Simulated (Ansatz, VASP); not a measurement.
# One calculation of SiSe2, two programs

The input INCAR:

```
PREC = Accurate
ENCUT = 500
EDIFF = 1E-7
ISMEAR = 0
SIGMA = 0.02
LREAL = F
LASPH = T
NELM = 120
ALGO = Normal
ISIF = 3
LWAVE = F
LCHARG = F
GGA = PE
IVDW = 12
IBRION = 2
NSW = 100
EDIFFG = -0.005
GGA_COMPAT = F
NELMIN = 4
```

The input KPOINTS:

```
regular mesh
0
Gamma
  6 6 6
```

The input POSCAR:

```
SiSe2
1.0
   -3.1120167935      5.0102208757      2.9354492816
    3.1120167935     -5.0102208757      2.9354492816
    3.1120167935      5.0102208757     -2.9354492816
Si Se
2 4
Direct
    0.7500000000      0.7500000000      0.0000000000
    0.2500000000      0.2500000000      0.0000000000
    0.1206518800      0.2032192000      0.3238710800
    0.8793481200      0.7967808000      0.6761289200
    0.3793481200      0.7032192000      0.0825673300
    0.6206518800      0.2967808000      0.9174326700
```

Input for Ansatz:

```yaml
crystal:
  lattice:
    - [-3.1120167935, 5.0102208757, 2.9354492816]
    - [3.1120167935, -5.0102208757, 2.9354492816]
    - [3.1120167935, 5.0102208757, -2.9354492816]
  atoms:
    - { symbol: Si, position: [0.75, 0.75, 0.0] }
    - { symbol: Si, position: [0.25, 0.25, 0.0] }
    - { symbol: Se, position: [0.12065188, 0.2032192, 0.32387108] }
    - { symbol: Se, position: [0.87934812, 0.7967808, 0.67612892] }
    - { symbol: Se, position: [0.37934812, 0.7032192, 0.08256733] }
    - { symbol: Se, position: [0.62065188, 0.2967808, 0.91743267] }
basis:
  ecutwfc: 420
kpoints:
  mp_grid: { grid: [6, 6, 6] }
hamiltonian:
  xc: pbe
  dispersion: d3bj
scf:
  occupations: { method: gaussian, width: 0.02 }
output:
  forces: true
  stress: true
  eigenvalues: true
  write_density: true
  write_potential: true
  elf: true
  volumetric_format: npy
relax:
  adjacent_minimum: "off"
  f_tol: 0.005
  max_steps: 80
  cell: { stress_tol: 0.05 }
```

Alike in both runs: task relaxation of cell and atoms; functional PBE; dispersion D3(BJ); k mesh 6 × 6 × 6; occupations gaussian, width 0.02 eV; no spin polarisation.

|  | VASP | Ansatz |
| --- | --- | --- |
| version | VASP 6.6.1 | Ansatz 0.2.0 |
| potentials or method | VASP PAW PBE potentials, release 64 (Si, Se), cutoff 500 eV | scalar-relativistic, plane waves, PAW |
| valence electrons in the cell | 32 | 72 |

|  | VASP | Ansatz | Ansatz less VASP |
| --- | --- | --- | --- |
| gap on the k mesh at the Fermi level, each at its own relaxed structure (eV) | 1.51 | 1.52 | +0.003 |
| relaxed volume (Å³/atom) | 27.11 | 27.04 | -0.071 |
| relaxed length of the cell vector where the two differ most in proportion (Å) | 6.293 | 6.297 | +0.0047 |

VASP's potentials hold 32 valence electrons a cell and Ansatz's 72, so a difference there can come from the potentials and not from the codes.
